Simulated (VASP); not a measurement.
# K3Zn2Bi (P6/mmm) in VASP: single point with PBE

Aim: the single point of K3Zn2Bi with PBE.

All numbers are computed with VASP 6.6.1; they aren't measurements. Logs are shortened: lines on timing, memory, paths and dates and some standing lists are left out, and cuts for length are marked.

**1. The cell of the first run**

It takes space group P6/mmm (No. 191, hexagonal). The conventional cell has a = 7.161 Å, b = 7.161 Å, c = 5.239 Å, α = 90.00°, β = 90.00°, γ = 120.00°. K (site symmetry mmm) has 4 Zn at 3.34 Å and 4 K at 3.58 Å and 4 Bi at 4.44 Å within 4.5 Å. Zn (site symmetry -6m2) has 6 K at 3.34 Å and 3 Bi at 4.13 Å and 3 Zn at 4.13 Å within 4.4 Å. Within 5.4 Å of Bi (site symmetry 6/mmm) lie 6 Zn at 4.13 Å and 12 K at 4.44 Å and 2 Bi at 5.24 Å.

**2. Single point, PBE**

Contents of INCAR:

```
SYSTEM = K3Zn2Bi
  PREC = Accurate
  ENCUT = 520
  EDIFF = 1E-6
  ISMEAR = 0
  SIGMA = 0.1
  LREAL = .FALSE.
  LASPH = .TRUE.
  NELM = 60
  ALGO = Fast
  ISIF = 2
  LWAVE = .FALSE.
  LCHARG = .FALSE.
  GGA = PE
  NBANDS = 42
```

Contents of KPOINTS:

```
Automatic mesh
0
G
  6 6 8
  0 0 0
```

Contents of POSCAR:

```
K3Zn2Bi
1.0
    7.1614029749      0.0000000000      0.0000000000
   -3.5807014874      6.2019569030      0.0000000000
    0.0000000000      0.0000000000      5.2388492906
K Zn Bi
3 2 1
Direct
    0.5000000000      0.0000000000      0.5000000000
    0.5000000000      0.5000000000      0.5000000000
    0.0000000000      0.5000000000      0.5000000000
    0.3333333333      0.6666666667      0.0000000000
    0.6666666667      0.3333333333      0.0000000000
    0.0000000000      0.0000000000      0.0000000000
```

Potentials or basis: VASP PAW PBE potentials, release 64 (K_sv, Zn, Bi_d).

Launch:

```
$ cat potpaw_PBE.64/K_sv/POTCAR potpaw_PBE.64/Zn/POTCAR potpaw_PBE.64/Bi_d/POTCAR > POTCAR
$ mpirun -np 1 vasp_std > vasp.out
```

OUTCAR:

```text
SYSTEM = K3Zn2Bi
   PREC = Accurate
   ENCUT = 520
   EDIFF = 1E-6
   ISMEAR = 0
   LREAL = .FALSE.
   LASPH = .TRUE.
   NELM = 60
   ISIF = 2
   GGA = PE

 ion  position               nearest neighbor table
   1  0.500  0.000  0.500-   4 3.34   5 3.34   4 3.34   5 3.34   2 3.58   2 3.58   3 3.58   3 3.58

   2  0.500  0.500  0.500-   4 3.34   5 3.34   4 3.34   5 3.34   1 3.58   1 3.58   3 3.58   3 3.58

   3  0.000  0.500  0.500-   4 3.34   5 3.34   4 3.34   5 3.34   2 3.58   2 3.58   1 3.58   1 3.58

   4  0.333  0.667  0.000-   1 3.34   1 3.34   3 3.34   3 3.34   2 3.34   2 3.34
   5  0.667  0.333  0.000-   1 3.34   1 3.34   3 3.34   3 3.34   2 3.34   2 3.34
   6  0.000  0.000  0.000-

  LATTYP: Found a hexagonal cell.
 ALAT       =     7.1614029749
 C/A-ratio  =     0.7315395194

  Lattice vectors:

 A1 = (   7.1614029749,   0.0000000000,   0.0000000000)
 A2 = (  -3.5807014874,   6.2019569030,   0.0000000000)
 A3 = (   0.0000000000,   0.0000000000,   5.2388492906)

Analysis of symmetry for initial positions (statically):
=====================================================================
 Subroutine PRICEL returns:
 Original cell was already a primitive cell.

 Routine SETGRP: Setting up the symmetry group for a
 hexagonal supercell.

 Subroutine GETGRP returns: Found 24 space group operations
 (whereof 24 operations were pure point group operations)
 out of a pool of 24 trial point group operations.

The static configuration has the point symmetry D_6h.

Analysis of symmetry for dynamics (positions and initial velocities):
=====================================================================
 Subroutine PRICEL returns:
 Original cell was already a primitive cell.

 Routine SETGRP: Setting up the symmetry group for a
 hexagonal supercell.

 Subroutine GETGRP returns: Found 24 space group operations
 (whereof 24 operations were pure point group operations)
 out of a pool of 24 trial point group operations.

The dynamic configuration has the point symmetry D_6h.

 Subroutine INISYM returns: Found 24 space group operations
 (whereof 24 operations are pure point group operations),
 and found     1 'primitive' translations

----------------------------------------------------------------------------------------

                                     Primitive cell

  volume of cell :     232.6820

  direct lattice vectors                    reciprocal lattice vectors
     7.161402975  0.000000000  0.000000000     0.139637443  0.080619715  0.000000000
    -3.580701487  6.201956903  0.000000000     0.000000000  0.161239431  0.000000000
     0.000000000  0.000000000  5.238849291     0.000000000  0.000000000  0.190881612

  length of vectors
     7.161402975  7.161402975  5.238849291     0.161239431  0.161239431  0.190881612

  position of ions in fractional coordinates (direct lattice)
     0.500000000  0.000000000  0.500000000
     0.500000000  0.500000000  0.500000000
     0.000000000  0.500000000  0.500000000
     0.333333333  0.666666667  0.000000000
     0.666666667  0.333333333  0.000000000
     0.000000000  0.000000000  0.000000000

  ion indices of the primitive-cell ions
   primitive index   ion index
                 1           1
                 2           2
                 3           3
                 4           4
                 5           5
                 6           6

----------------------------------------------------------------------------------------

 KPOINTS: Automatic mesh

Automatic generation of k-mesh.
 Grid dimensions read from file:
 generate k-points for:    6    6    8

 Generating k-lattice:

  Cartesian coordinates                     Fractional coordinates (reciprocal lattice)
     0.023272907  0.013436619  0.000000000     0.166666667  0.000000000  0.000000000
     0.000000000  0.026873238  0.000000000     0.000000000  0.166666667  0.000000000
     0.000000000  0.000000000  0.023860202     0.000000000  0.000000000  0.125000000

  Length of vectors
     0.026873238  0.026873238  0.023860202

  Shift w.r.t. Gamma in fractional coordinates (k-lattice)
     0.000000000  0.000000000  0.000000000

 Subroutine IBZKPT returns following result:
 ===========================================

 Found     35 irreducible k-points:

 Following reciprocal coordinates:
            Coordinates               Weight
  0.000000  0.000000  0.000000      1.000000
  0.166667  0.000000  0.000000      6.000000
  0.333333  0.000000  0.000000      6.000000
  0.500000  0.000000  0.000000      3.000000
  0.166667  0.166667  0.000000      6.000000
  0.333333  0.166667  0.000000     12.000000
[... 16 lines left out ...]
  0.166667  0.000000  0.375000     12.000000
  0.333333  0.000000  0.375000     12.000000
 [... further k-points ...]
   k-points           NKPTS =     35   k-points in BZ     NKDIM =     35   number of bands    NBANDS=     42
   number of dos      NEDOS =    301   number of ions     NIONS =      6
   total plane-waves  NPLWV = 116640
   dimension x,y,z NGX =    54 NGY =   54 NGZ =   40
   dimension x,y,z NGXF=   108 NGYF=  108 NGZF=   80
   ions per type =               3   2   1
   NGX,Y,Z   is equivalent  to a cutoff of  12.54, 12.54, 12.69 a.u.
   NGXF,Y,Z  is equivalent  to a cutoff of  25.07, 25.07, 25.39 a.u.
 SYSTEM =  K3Zn2Bi
   PREC   = accura    normal or accurate (medium, high low for compatibility)
   ISTART =      0    job   : 0-new  1-cont  2-samecut
   ICHARG =      2    charge: 1-file 2-atom 10-const
   ISPIN  =      1    spin polarized calculation?
   LNONCOLLINEAR =      F non collinear calculations
   LSORBIT =      F    spin-orbit coupling
   LASPH  =      T    aspherical Exc in radial PAW
   ENCUT  =  520.0 eV  38.22 Ry    6.18 a.u.  13.32 13.32  9.74*2*pi/ulx,y,z
   NELM   =     60;   NELMIN=  2; NELMDL= -5     # of ELM steps
   EDIFF  = 0.1E-05   stopping-criterion for ELM
   LREAL  =      F    real-space projection
   EDIFFG = 0.1E-04   stopping-criterion for IOM
   NSW    =      0    number of steps for IOM
   IBRION =     -1    ionic relax: 0-MD 1-quasi-New 2-CG
   NFREE  =      0    steps in history (QN), initial steepest desc. (CG)
   ISIF   =      2    stress and relaxation
   ISYM   =      2    0-nonsym 1-usesym 2-fastsym
   POTIM  = 0.5000    time-step for ionic-motion
   TEBEG  =    0.0;   TEEND  =   0.0 temperature during run
   PSTRESS=    0.0 pullay stress
   NELECT =      66.0000    total number of electrons
   NUPDOWN=      -1.0000    fix difference up-down
   EMIN   =  10.00;   EMAX   =-10.00  energy-range for DOS
   EFERMI =   0.00;   METHOD = LEGACY
   ISMEAR =     0;   SIGMA  =   0.10  broadening in eV -4-tet -1-fermi 0-gaus
   EFERMI_NEDOS =   21; number of points for ismear=-14 and -15
   IALGO  =     68    algorithm
   IMIX   =      4    mixing-type and parameters
     AMIX     =   0.40;   BMIX     =  1.00
     AMIX_MAG =   1.60;   BMIX_MAG =  1.00
  volume/ion in A,a.u.               =      38.78       261.70
  Fermi-wavevector in a.u.,A,eV,Ry     =   1.075644  2.032672 15.742077  1.157010
  Thomas-Fermi vector in A             =   2.211506
   LORBIT       =      0    0 simple, 1 ext, 2 COOP (PROOUT), +10 PAW based schemes
   GGA     = PE    functional components
   LHFCALC =     F    Hartree Fock is set to
   AEXX    =    0.0000 exact exchange contribution
   IVDW    =     0    specifies the selected vdW correction
   LEPSILON=     F    determine dielectric tensor
   LRPA    =     F    only Hartree local field effects (RPA)
 non-spin polarized calculation
 RMM-DIIS sequential band-by-band and
 Gauss-broadening in eV      SIGMA  =   0.10
  energy-cutoff  :      520.00
  volume of cell :      232.68
 maximum number of plane-waves:      6289
 NGX is ok and might be reduce to    54
   NGX = 27   NGY = 27   NGZ = 19

 number of electron      65.9999987 magnetization

 Free energy of the ion-electron system (eV)
  ---------------------------------------------------
  ext. energy  EPLUGINS =         0.00000000
  ---------------------------------------------------
  free energy    TOTEN  =        -7.55609640 eV

  energy without entropy =       -7.53522079  energy(sigma->0) =       -7.54565860

 E-fermi :   1.0648     XC(G=0):  -7.6569

 val. band max:        1.0201399985   @ k =   0.1667   0.1667   0.3750
 cond. band min:       1.0752057365   @ k =   0.3333   0.1667   0.3750
 fundamental gap:      0.0550657380
 Fermi energy:         1.0647692706

 k-point     1 :       0.0000    0.0000    0.0000
  band No.  band energies     occupation
      1     -30.5657      2.00000
      2     -30.5051      2.00000
      3     -30.5051      2.00000
      4     -20.8424      2.00000
      5     -20.8424      2.00000
      6     -20.8398      2.00000
[... 34 lines left out ...]
     41       5.0752      0.00000
     42       5.0981      0.00000

 k-point     2 :       0.1667    0.0000    0.0000
  band No.  band energies     occupation
      1     -30.5622      2.00000
      2     -30.5088      2.00000
      3     -30.5051      2.00000
      4     -20.8424      2.00000
      5     -20.8424      2.00000
      6     -20.8398      2.00000
[... 34 lines left out ...]
     41       4.8442      0.00000
     42       5.2801      0.00000

 k-point     3 :       0.3333    0.0000    0.0000
  band No.  band energies     occupation
      1     -30.5530      2.00000
      2     -30.5181      2.00000
      3     -30.5052      2.00000
      4     -20.8424      2.00000
      5     -20.8424      2.00000
      6     -20.8398      2.00000
[... 34 lines left out ...]
     41       4.3439      0.00000
     42       5.3123      0.00000

 k-point     4 :       0.5000    0.0000    0.0000
  band No.  band energies     occupation
      1     -30.5457      2.00000
      2     -30.5255      2.00000
      3     -30.5052      2.00000
      4     -20.8424      2.00000
      5     -20.8424      2.00000
      6     -20.8398      2.00000
[... 844 lines left out ...]
     41       4.7086      0.00000
     42       5.0935      0.00000

 k-point    23 :       0.1667    0.0000    0.3750
  band No.  band energies     occupation
      1     -30.5618      2.00000
      2     -30.5085      2.00000
      3     -30.5049      2.00000
      4     -20.8427      2.00000
      5     -20.8427      2.00000
      6     -20.8388      2.00000
[... 34 lines left out ...]
     41       4.9927      0.00000
     42       5.0763      0.00000

 k-point    24 :       0.3333    0.0000    0.3750
  band No.  band energies     occupation
      1     -30.5527      2.00000
      2     -30.5178      2.00000
      3     -30.5049      2.00000
      4     -20.8427      2.00000
      5     -20.8426      2.00000
      6     -20.8388      2.00000
[... 34 lines left out ...]
     41       4.4271      0.00000
     42       5.4082      0.00000

 [... further k-points ...]

------------------------ aborting loop because EDIFF is reached ----------------------------------------

  FORCE on cell =-STRESS in cart. coord.  units (eV):
  Direction    XX          YY          ZZ          XY          YZ          ZX
  --------------------------------------------------------------------------------------
  -------------------------------------------------------------------------------------
  Total       -0.0633314     -0.0633314     -0.0209395     -0.0000000      0.0000000     -0.0000000
  in kB       -0.4360808     -0.4360808     -0.1441833     -0.0000000      0.0000000     -0.0000000
  external PRESSURE =      -0.3387817 kB  Pullay stress =       0.0000000 kB

 VOLUME and BASIS-vectors are now :
 -----------------------------------------------------------------------------
  energy-cutoff  :      520.00
  volume of cell :      232.68
      direct lattice vectors                 reciprocal lattice vectors
     7.161402975  0.000000000  0.000000000     0.139637443  0.080619715  0.000000000
    -3.580701487  6.201956903  0.000000000     0.000000000  0.161239431  0.000000000
     0.000000000  0.000000000  5.238849291     0.000000000  0.000000000  0.190881612

 POSITION                                       TOTAL-FORCE (eV/Angst)
 -----------------------------------------------------------------------------------
      3.58070      0.00000      2.61942        -0.000000      0.000000      0.000000
      1.79035      3.10098      2.61942         0.000000      0.000000      0.000000
     -1.79035      3.10098      2.61942         0.000000      0.000000      0.000000
     -0.00000      4.13464      0.00000        -0.000000      0.000000      0.000000
      3.58070      2.06732      0.00000         0.000000     -0.000000     -0.000000
      0.00000      0.00000      0.00000         0.000000      0.000000      0.000000
 -----------------------------------------------------------------------------------
    total drift:                               -0.000000      0.000000     -0.000000

  FREE ENERGIE OF THE ION-ELECTRON SYSTEM (eV)
  ---------------------------------------------------
  free  energy   TOTEN  =        -7.5560963993 eV

  energy  without entropy=       -7.5352207912  energy(sigma->0) =       -7.54565860
```

It took 16 min on 1 thread of Intel Xeon Platinum 8488C (Sapphire Rapids), shared host; peak memory 0.54 GiB.

What came out:

| Quantity | Value |
| --- | --- |
| Free energy | -7.5561 eV |
| Pressure | 0.0 GPa |
| Band gap on the k mesh | zero (bands 33 and 34 overlap by 0.50 eV) |

Levels at points of the mesh, in eV from the Fermi level:
```
           k point  band 30  band 31  band 32  band 33  band 34  band 35  band 36  band 37
(0.00, 0.00, 0.00)    -2.55    -0.72    -0.72     0.20     0.23     0.23     1.00     1.53
(0.50, 0.00, 0.00)    -3.36    -1.29     0.12     0.26     1.10     1.30     1.50     1.95
(0.00, 0.00, 0.50)    -2.86    -1.82    -0.69    -0.69    -0.15     1.17     1.17     1.50
(0.50, 0.00, 0.50)    -3.17    -1.13    -0.95    -0.49     0.45     0.57     1.28     2.65
```

Caveat: spin-orbit coupling is left out, which moves the levels of the heavy elements.
